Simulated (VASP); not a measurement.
Runs of VASP 6.6.1 on MnPt2. The structure is that of space group P-3m1 (No. 164), or close to it. The cells are those of the table. 

```csv
level,potentials or basis,cell,k mesh,cutoff (eV),grid for exact exchange (PRECFOCK),share of exact exchange,gap on the mesh (eV),pressure (GPa),moment (μB),largest force (eV/Å)
LDA,"VASP PAW LDA potentials, release 64 (Pt, Mn_pv)","a = 2.914, b = 2.914, c = 6.661 Å, angles 90.0, 90.0, 120.0°, 3 atoms",11 × 11 × 4,520,-,-,none,-22.8,(b),0.20
PBEsol,"VASP PAW PBE potentials, release 64 (Pt, Mn_pv)","a = 2.800, b = 2.800, c = 6.399 Å, angles 90.0, 90.0, 120.0°, 3 atoms",11 × 11 × 4,520,-,-,none,(a),4.17,0.16
r2SCAN,"VASP PAW PBE potentials, release 64 (Pt, Mn_pv)","a = 2.820, b = 2.820, c = 6.444 Å, angles 90.0, 90.0, 120.0°, 3 atoms",11 × 11 × 4,520,-,-,none,7.0,4.79,0.15
PBEsol-based global hybrid with 25 % exact exchange,"VASP PAW PBE potentials, release 64 (Pt, Mn_pv)","a = 2.858, b = 2.858, c = 6.533 Å, angles 90.0, 90.0, 120.0°, 3 atoms",6 × 6 × 2,400,Normal,0.25,none,-8.3,4.81,0.21
LDA,"VASP PAW LDA potentials, release 64 (Pt, Mn_pv)","a = 2.896, b = 2.896, c = 6.618 Å, angles 90.0, 90.0, 120.0°, 3 atoms",11 × 11 × 4,520,-,-,none,-20.8,4.39,0.17
```

Alike in all rows: task single point; spin collinear, ferromagnetic start; smearing fermi-dirac 0.05 eV.

Task: Fill in the values left out.

Result: (a) 1.6; (b) 4.47.

Caveats: some runs use coarse meshes; spin-orbit coupling is left out, which moves the levels of the heavy elements; the PAW data sets were made with another functional, which shifts forces and pressure a little (at least some runs); the cell stands under tension (at least some runs); the cell stands under pressure (at least some runs).

A k mesh can miss the band edges, and the runs leave out spin-orbit coupling on Pt.

A gap of «none» marks levels without a gap at the run's occupations.
